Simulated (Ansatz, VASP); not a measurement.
# La in VASP and in Ansatz

Contents of INCAR:

```
SYSTEM = La
PREC = Accurate ; ENCUT = 520
EDIFF = 1E-6 ; ISMEAR = -1
SIGMA = 0.08 ; LREAL = .False.
LASPH = .True. ; NELM = 80
ALGO = Normal ; ISIF = 2
LWAVE = .False. ; LCHARG = .False.
GGA = CA ; NBANDS = 18
```

KPOINTS

```
regular mesh
0
Gamma
  12 12 7
  0 0 0
```

The input POSCAR:

```
La
1.0
    2.8072525977      0.0000000000      0.0000000000
   -1.4036262988      2.4311520644      0.0000000000
    0.0000000000      0.0000000000      4.7887126918
La
2
Direct
    0.3333333333      0.6666666667      0.2500000000
    0.6666666667      0.3333333333      0.7500000000
```

Input for Ansatz:

```yaml
crystal:
  lattice:
    - [2.8072525977, 0.0, 0.0]
    - [-1.4036262988, 2.4311520644, 0.0]
    - [0.0, 0.0, 4.7887126918]
  atoms:
    - { symbol: La, position: [0.3333333333, 0.6666666667, 0.25] }
    - { symbol: La, position: [0.6666666667, 0.3333333333, 0.75] }
kpoints:
  mp_grid: { grid: [12, 12, 7] }
scf:
  occupations: { method: fermi_dirac, width: 0.08 }
hamiltonian:
  xc: lda
  pseudopotentials: { kind: paw }
output:
  forces: true
  stress: true
  eigenvalues: true
  populations: true
```

Change from the starting cell: volume scaled by 0.5, PAW files.

Alike in both runs: task single point; functional LDA; k mesh 12 × 12 × 7; occupations fermi-dirac, width 0.08 eV; no spin polarisation.

|  | VASP | Ansatz |
| --- | --- | --- |
| version | VASP 6.6.1 | Ansatz 0.2.0 |
| potentials or method | VASP PAW LDA potentials, release 64 (La) | PAW with Ansatz's default frozen-core files, scalar-relativistic |
| plane-wave cutoff (eV) | 520 | 420 |
| valence electrons in the cell | 22 | 22 |

|  | VASP | Ansatz | Ansatz less VASP |
| --- | --- | --- | --- |
| pressure (GPa) | 85.2 | 85.3 | +0.13 |
| traceless stress, the component that is largest in VASP (GPa) | -0.30 | -0.34 | -0.037 |

LDA's correlation is that of Perdew and Zunger in VASP and of Perdew and Wang (1992) in Ansatz. Both programs put the cell under a high pressure, so it lies far from rest at this level.

Spin-orbit coupling is off throughout. Noted on VASP's run: the cell as given lies far from equilibrium.
